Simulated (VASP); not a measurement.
Set up this calculation in VASP 6.6.1, as the native input.

- Task: relaxation of cell and atoms
- Functional: PBE
- Potentials or basis: VASP PAW PBE potentials, release 64 (Ca_sv, Pt, S)
- Cutoff: 600 eV
- k mesh: 4 × 4 × 4
- Occupations: gaussian, width 0.1 eV
- Spin: no spin polarisation
- Dipole correction: no
- Further INCAR settings: ALGO = Normal; EDIFF = 1e-06; IBRION = 2; EDIFFG = -0.04; NSW = 90; ISIF = 3

The structure of CaPtS3 lies in POSCAR:

```
CaPtS3
1.0
    4.6841072600      0.0000000000      0.0000000000
    0.0000000000      4.6841072600      0.0000000000
    0.0000000000      0.0000000000      4.6841072600
Ca Pt S
1 1 3
Direct
    0.5000000000      0.5000000000      0.4844832700
    0.0000000000      0.0000000000      0.9844832700
    0.0000000000      0.5000000000      0.0000000000
    0.5000000000      0.0000000000      0.0000000000
    0.0000000000      0.0000000000      0.5000000000
```

These files were run (other wordings do the same):

INCAR

```
SYSTEM = CaPtS3
  PREC = Accurate
  ENCUT = 600
  EDIFF = 1E-6
  ISMEAR = 0
  SIGMA = 0.1
  LREAL = .False.
  LASPH = .True.
  NELM = 80
  ALGO = Normal
  ISIF = 3
  LWAVE = .False.
  LCHARG = .False.
  GGA = PE
  IBRION = 2
  NSW = 90
  EDIFFG = -0.04
```

KPOINTS

```
Automatic mesh
0
Gamma
  4 4 4
  0 0 0
```

Potentials or basis: VASP PAW PBE potentials, release 64 (Ca_sv, Pt, S).

Command:

```sh
$ cat potpaw_PBE.64/Ca_sv/POTCAR potpaw_PBE.64/Pt/POTCAR potpaw_PBE.64/S/POTCAR > POTCAR
$ mpirun -np 1 vasp_std > vasp.out
```

Results of the run:

```
Relaxed volume                         : 22.52 Å³/atom
Relaxed cell                           : a = 4.384 Å, b = 4.384 Å, c = 5.859 Å, α = 90.00°, β = 90.00°, γ = 90.00°
Space group after relaxing (to 0.05 Å) : P4mm (No. 99)
Energy gained by relaxing              : 188.1 meV/atom
Ionic steps                            : 53
Pressure after relaxing                : 0.0 GPa
Largest force after relaxing           : 0.020 eV/Å
Band gap on the k mesh                 : zero (band 19 reaches 4.95 eV, above the bottom of band 20 at 4.11 eV)
```

Caveat: spin-orbit coupling is left out, which moves the levels of the heavy elements.

It took 14 min on 1 thread of Intel(R) Xeon(R) 6975P-C (Granite Rapids), on a shared host, peak memory 0.29 GiB.
